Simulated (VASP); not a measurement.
Input of a VASP 6.6.1 run:

INCAR

```
  ALGO = Normal
  EDIFF = 1E-6
  ENCUT = 520
  GGA = PS
  ISIF = 2
  ISMEAR = 0
  LASPH = T
  LCHARG = F
  LREAL = F
  LWAVE = F
  NBANDS = 21
  NELM = 100
  PREC = Accurate
  SIGMA = 0.01
```

Contents of KPOINTS:

```
k-points
0
Gamma
  6 6 4
```

File POSCAR:

```
CdH2O2
1.0
    3.7747257298      0.0000000000      0.0000000000
   -1.8873628649      3.2690067366      0.0000000000
    0.0000000000      0.0000000000      4.3660976580
Cd H O
1 2 2
Direct
    0.3333333333      0.6666666667      0.9873000000
    0.0000000000      0.0000000000      0.0080800000
    0.6666666667      0.3333333333      0.4318900000
    0.0000000000      0.0000000000      0.7861900000
    0.6666666667      0.3333333333      0.2118900000
```

Potentials or basis: VASP PAW PBE potentials, release 64 (Cd, H, O).

Launch:

```console
$ cat potpaw_PBE.64/Cd/POTCAR potpaw_PBE.64/H/POTCAR potpaw_PBE.64/O/POTCAR > POTCAR
$ mpirun -np 1 vasp_std > vasp.out
```

**Question.** Predict the largest force.

**Answer.** 1.114 eV/Å.

**Question.** Predict the band gap on the k mesh.

**Answer.** 1.24 eV, indirect (least direct gap 1.77 eV).

**Question.** Estimate the pressure.

**Answer.** 0.8 GPa.

Forces in eV/Å, atoms in the order of the input:
```
Cd   0.000  0.000 -0.065
H    0.000  0.000  1.023
H    0.000  0.000  1.005
O    0.000  0.000 -0.848
O    0.000  0.000 -1.114
```

Caveat: the PAW data sets were made with another functional, which shifts forces and pressure a little. Expect the measured gap to be larger: semilocal functionals such as PBEsol lack the derivative discontinuity.
